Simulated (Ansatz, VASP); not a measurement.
# HgTe: VASP beside Ansatz

The input INCAR:

```
PREC = Accurate
ENCUT = 520
EDIFF = 1E-6
ISMEAR = 0
SIGMA = 0.15
LREAL = False
LASPH = True
NELM = 80
ALGO = Normal
ISIF = 2
LWAVE = False
LCHARG = False
GGA = PS
NBANDS = 16
```

The input KPOINTS:

```
regular mesh
0
Gamma
  14 14 14
```

File POSCAR:

```
HgTe
1.0
   -0.1541133069      3.1483146971      3.1483146971
    3.1483146971     -0.1541133069      3.1483146971
    3.1483146971      3.1483146971     -0.1541133069
Hg Te
1 1
Direct
    0.0000000000      0.0000000000      0.0000000000
    0.7500000000      0.7500000000      0.7500000000
```

Input for Ansatz:

```yaml
crystal:
  lattice:
    - [-0.1541133069, 3.1483146971, 3.1483146971]
    - [3.1483146971, -0.1541133069, 3.1483146971]
    - [3.1483146971, 3.1483146971, -0.1541133069]
  atoms:
    - { symbol: Hg, position: [0.0, 0.0, 0.0] }
    - { symbol: Te, position: [0.75, 0.75, 0.75] }
basis:
  ecutwfc: 420
kpoints:
  mp_grid: { grid: [14, 14, 14] }
hamiltonian:
  xc: pbesol
scf:
  occupations: { method: gaussian, width: 0.15 }
output:
  forces: true
  stress: true
  eigenvalues: true
```

Alike in both runs: task single point; functional PBEsol; k mesh 14 × 14 × 14; occupations gaussian, width 0.15 eV; no spin polarisation.

|  | VASP | Ansatz |
| --- | --- | --- |
| version | VASP 6.6.1 | Ansatz 0.2.0 |
| potentials or method | VASP PAW PBE potentials, release 64 (Hg, Te), cutoff 520 eV | scalar-relativistic, plane waves, PAW |
| valence electrons in the cell | 18 | 36 |

|  | VASP | Ansatz | Ansatz less VASP |
| --- | --- | --- | --- |
| gap on the k mesh at the Fermi level (eV) | 0.22 | 0.22 | 0.000 |
| least direct gap on the mesh (eV) | 0.27 | 0.27 | +0.002 |
| pressure (GPa) | 2.0 | 1.8 | -0.13 |
| traceless stress, the component that is largest in VASP (GPa) | 2.32 | 2.28 | -0.039 |
| rms of the force components (eV/Å) | 0.390 | 0.379 | -0.0109 |

VASP's potentials were made for PBE, not for PBEsol. Atom by atom the forces differ by 0.011 eV/Å (rms over components). The functional is the same, so the differences come from potentials, cutoffs and numerics. VASP's potentials hold 18 valence electrons a cell and Ansatz's 36, so a difference there can come from the potentials and not from the codes.

Spin-orbit coupling is off throughout.
